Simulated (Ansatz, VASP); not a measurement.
## Two plane-wave programs on Al2Ru

```xyz
3
Lattice="-1.5607 1.5607 4.2116 1.5607 -1.5607 4.2116 1.5607 1.5607 -4.2116" Properties=species:S:1:pos:R:3 pbc="T T T"
Al    0.0000    0.0000    5.5515
Al    0.0000    0.0000    2.8716
Ru    0.0000    0.0000    0.0000
```

Alike in both runs: functional PBEsol; k mesh 18 × 18 × 18; occupations gaussian, width 0.1 eV; no spin polarisation.

Ansatz relaxed the structure, and its values are those at the end. VASP's run is a single point on that final structure, the one shown.

|  | VASP | Ansatz |
| --- | --- | --- |
| version | VASP 6.6.1 | Ansatz 0.2.0 |
| potentials or method | VASP PAW PBE potentials, release 64 (Al, Ru_pv), cutoff 520 eV | scalar-relativistic, plane waves, PAW |
| valence electrons in the cell | 20 | 22 |

Ansatz gave:

- gap on the k mesh at the Fermi level (eV): none
- pressure (GPa): 0.0

Task: Which values does VASP return?

Result: gap on the k mesh at the Fermi level (eV): none; pressure (GPa): 0.1.

VASP's potentials were made for PBE, not for PBEsol. A gap of «none» marks a metal or a gap that the smearing closes. VASP's potentials hold 20 valence electrons a cell and Ansatz's 22, so a difference there can come from the potentials and not from the codes.
